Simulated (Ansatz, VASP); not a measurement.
**Two plane-wave programs on ScAl3N4**

```
CELL_PARAMETERS angstrom
4.83225 -2.78990 0.00000
-3.22150 0.00000 -5.06150
3.22150 5.57980 0.00000
ATOMIC_POSITIONS crystal
Sc 0.33333 0.00000 0.00000
Sc 0.91667 0.50000 0.12500
Al 0.83333 0.00000 0.25000
Al 0.33333 0.00000 0.50000
Al 0.83333 0.00000 0.75000
Al 0.41667 0.50000 0.37500
Al 0.91667 0.50000 0.62500
Al 0.41667 0.50000 0.87500
N 0.64233 0.61800 0.15450
N 0.14233 0.61800 0.40450
N 0.64233 0.61800 0.65450
N 0.14233 0.61800 0.90450
N 0.72567 0.11800 0.02950
N 0.22567 0.11800 0.27950
N 0.72567 0.11800 0.52950
N 0.22567 0.11800 0.77950
```

Alike in both runs: task relaxation of cell and atoms; functional LDA; k mesh 4 × 4 × 4; occupations gaussian, width 0.1 eV; no spin polarisation.

|  | VASP | Ansatz |
| --- | --- | --- |
| version | VASP 6.6.1 | Ansatz 0.2.0 |
| potentials or method | VASP PAW LDA potentials, release 64 (Sc_sv, Al, N), cutoff 600 eV | scalar-relativistic, plane waves, PAW |
| valence electrons in the cell | 80 | 80 |

```tsv
	VASP	Ansatz	Ansatz less VASP
gap on the k mesh at the Fermi level, each at its own relaxed structure (eV)	3.28	3.33	+0.057
relaxed volume (Å³/atom)	10.96	10.93	-0.028
```

Ansatz warns that its potentials were made for another functional, while VASP's fit it. LDA's correlation is that of Perdew and Zunger in VASP and of Perdew and Wang (1992) in Ansatz.
